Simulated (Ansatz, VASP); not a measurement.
# CuAs in VASP and in Ansatz

INCAR

```
PREC = Accurate
ENCUT = 520
EDIFF = 1E-7
ISMEAR = 0
SIGMA = 0.15
LREAL = F
LASPH = T
NELM = 80
ALGO = Normal
ISIF = 2
LWAVE = F
LCHARG = F
NBANDS = 24
```

KPOINTS

```
Automatic mesh
0
Gamma
  15 15 10
```

File POSCAR:

```
CuAs
1.0
    3.9241906059      0.0000000000      0.0000000000
   -1.9620953029      3.3984487540      0.0000000000
    0.0000000000      0.0000000000      4.7470933759
Cu As
2 2
Direct
    0.0000000000      0.0000000000      0.5000000000
    0.0000000000      0.0000000000      0.0000000000
    0.6666666667      0.3333333333      0.7500000000
    0.3333333333      0.6666666667      0.2500000000
```

Input for Ansatz:

```yaml
crystal:
  lattice:
    - [3.9241906059, 0.0, 0.0]
    - [-1.9620953029, 3.398448754, 0.0]
    - [0.0, 0.0, 4.7470933759]
  atoms:
    - { symbol: Cu, position: [0.0, 0.0, 0.5] }
    - { symbol: Cu, position: [0.0, 0.0, 0.0] }
    - { symbol: As, position: [0.6666666667, 0.3333333333, 0.75] }
    - { symbol: As, position: [0.3333333333, 0.6666666667, 0.25] }
basis:
  ecutwfc: 520.0
kpoints:
  mp_grid: { grid: [15, 15, 10] }
hamiltonian:
  xc: lda
scf:
  occupations: { method: gaussian, width: 0.15 }
output:
  forces: true
  stress: true
  eigenvalues: true
```

Alike in both runs: task single point; functional LDA; k mesh 15 × 15 × 10; occupations gaussian, width 0.15 eV; no spin polarisation.

|  | VASP | Ansatz |
| --- | --- | --- |
| version | VASP 6.6.1 | Ansatz 0.2.0 |
| potentials or method | VASP PAW LDA potentials, release 64 (Cu, As), cutoff 520 eV | scalar-relativistic, plane waves, PAW |
| valence electrons in the cell | 32 | 68 |

VASP gave:

| Item | Value |
| --- | --- |
| gap on the k mesh at the Fermi level (eV) | none |
| pressure (GPa) | -5.1 |
| traceless stress, the component that is largest in VASP (GPa) | 5.04 |

Q: Estimate Ansatz's values.

A: gap on the k mesh at the Fermi level (eV): none; pressure (GPa): -5.6; traceless stress, the component that is largest in VASP (GPa): 5.01.

LDA's correlation is that of Perdew and Zunger in VASP and of Perdew and Wang (1992) in Ansatz. A gap of «none» marks a metal or a gap that the smearing closes. VASP's potentials hold 32 valence electrons a cell and Ansatz's 68, so a difference there can come from the potentials and not from the codes.
